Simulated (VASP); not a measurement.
**PbS: single point with PBE**

PbS, a sheet with vacuum:

```
Pb S
1.0
     4.44626    0.00000    0.00000
     0.00000    4.44626    0.00000
     0.00000    0.00000   18.00000
Pb S
2 2
Direct
  0.00000 0.50000 0.45361
  0.50000 0.00000 0.54639
  0.00000 0.50000 0.59880
  0.50000 0.00000 0.40120
```

```
Program                : VASP 6.6.1
Task                   : single point
Functional             : PBE
Potentials or basis    : VASP PAW PBE potentials, release 64 (Pb_d, S)
Cutoff                 : 520 eV
k mesh                 : 4 × 4 × 1
Occupations            : gaussian, width 0.1 eV
Spin                   : no spin polarisation
Dipole correction      : yes
Further INCAR settings : ALGO = Normal; EDIFF = 1e-06; NBANDS = 28
```

```yaml
Largest_force: 1.611 eV/Å
Band_gap_on_the_k_mesh: 1.51 eV, direct
```

Forces in eV/Å, atoms in the order of the input:
```
Pb   0.000  0.000 -1.611
Pb   0.000  0.000  1.611
S    0.000  0.000 -0.699
S    0.000  0.000  0.699
```

Levels at points of the mesh, in eV from the valence-band top:
| k point | band 17 | band 18 | band 19 | band 20 | band 21 | band 22 | band 23 | band 24 |
| --- | --- | --- | --- | --- | --- | --- | --- | --- |
| (0.00, 0.00, 0.00) | -1.30 | -1.21 | -0.77 | -0.77 | 3.38 | 3.38 | 3.84 | 4.15 |
| (0.50, 0.00, 0.00) | -0.77 | -0.77 | 0.00 | 0.00 | 1.51 | 1.51 | 2.76 | 2.76 |
| (0.50, 0.50, 0.00) | -1.66 | -1.66 | -1.14 | -1.14 | 2.39 | 2.39 | 4.44 | 4.44 |

Run time: 72 s on 1 thread of Intel(R) Xeon(R) 6975P-C (Granite Rapids), with other jobs on the host, peak memory 0.43 GiB.

Caveat: spin-orbit coupling is left out, which moves the levels of the heavy elements.
